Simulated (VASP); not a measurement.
# Sn: single point with LDA

Crystal: Sn.

```
CELL_PARAMETERS angstrom
0.00000 3.08692 3.08692
3.08692 0.00000 3.08692
3.08692 3.08692 0.00000
ATOMIC_POSITIONS crystal
Sn 0.87500 0.87500 0.87500
Sn 0.12500 0.12500 0.12500
```

This isn't the form of Sn at room conditions, which is tetragonal (white tin).

| Property | Result |
| --- | --- |
| Program | VASP 6.6.1 |
| Task | single point |
| Functional | LDA |
| Potentials or basis | VASP PAW LDA potentials, release 64 (Sn_d) |
| Cutoff | 520 eV |
| k mesh | 11 × 11 × 11 |
| Occupations | fermi-dirac, width 0.05 eV |
| Spin | no spin polarisation |
| Dipole correction | no |
| Further INCAR settings | ALGO = Normal; EDIFF = 1e-06; NBANDS = 21 |

```yaml
Pressure: 9.1 GPa
```

Levels at points of the mesh, in eV from the Fermi level:
| k point | band 11 | band 12 | band 13 | band 14 | band 15 | band 16 | band 17 | band 18 |
| --- | --- | --- | --- | --- | --- | --- | --- | --- |
| (0.00, 0.00, 0.00) | -11.89 | -0.05 | -0.05 | -0.05 | 0.15 | 2.01 | 2.01 | 2.01 |

It took 18 s on 1 thread of Intel(R) Xeon(R) 6975P-C (Granite Rapids) (shared host), peak memory 0.17 GiB.

Caveat: the cell stands under pressure; spin-orbit coupling is left out, which moves the levels of the heavy elements.
